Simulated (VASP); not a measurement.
Zn: electric field gradients with PBE

Crystal: Zn.

```
Zn
1.0
     2.69145    0.00000    0.00000
    -1.34572    2.33086    0.00000
     0.00000    0.00000    4.94670
Zn
2
Direct
  0.33333 0.66667 0.25000
  0.66667 0.33333 0.75000
```

This cell differs from its parent crystal: x and y stretched by +1 %, z held.

- Program: VASP 6.6.1
- Task: electric field gradients
- Functional: PBE
- Potentials or basis: VASP PAW PBE potentials, release 64 (Zn)
- Cutoff: 520 eV
- k mesh: 16 × 16 × 8
- Occupations: fermi-dirac, width 0.03 eV
- Spin: no spin polarisation
- Dipole correction: no
- Further INCAR settings: ALGO = Normal; EDIFF = 1e-08; NBANDS = 19

```yaml
Pressure: -1.7 GPa
Band_gap_on_the_k_mesh: zero (band 12 reaches 4.29 eV, above the bottom of band 13 at 0.03 eV)
```

Stress tensor (GPa, compression positive):
```
-2.10  0.00  0.00
 0.00 -2.10  0.00
 0.00  0.00 -0.84
```

Levels at points of the mesh, in eV from the Fermi level:
```
           k point  band 10  band 11  band 12  band 13  band 14  band 15
(0.00, 0.00, 0.00)    -7.13    -7.13    -3.55    -3.00    13.71    16.90
(0.50, 0.00, 0.00)    -6.94    -2.87    -2.27     2.58     3.46     3.96
(0.00, 0.00, 0.50)    -7.21    -7.21    -7.21     4.65     4.65    18.18
(0.50, 0.00, 0.50)    -6.95    -1.88    -1.88    -0.02    -0.02    10.07
```

Electric field gradients, principal values (V/Å²):
```tsv
atom	least	middle	greatest (by size)
1 Zn	-16.186	-16.203	32.388
2 Zn	-16.186	-16.203	32.388
```

Run time: 60 s on 1 thread of Intel(R) Xeon(R) Platinum 8259CL CPU @ 2.50GHz (Skylake/Cascade Lake), on a shared host, peak memory 0.19 GiB.

Caveat: the cell differs from its parent crystal (x and y stretched by +1 %, z held); without QUAD_EFG the Cq values of the log hold for a quadrupole moment of 1 mb, not for the nuclei.
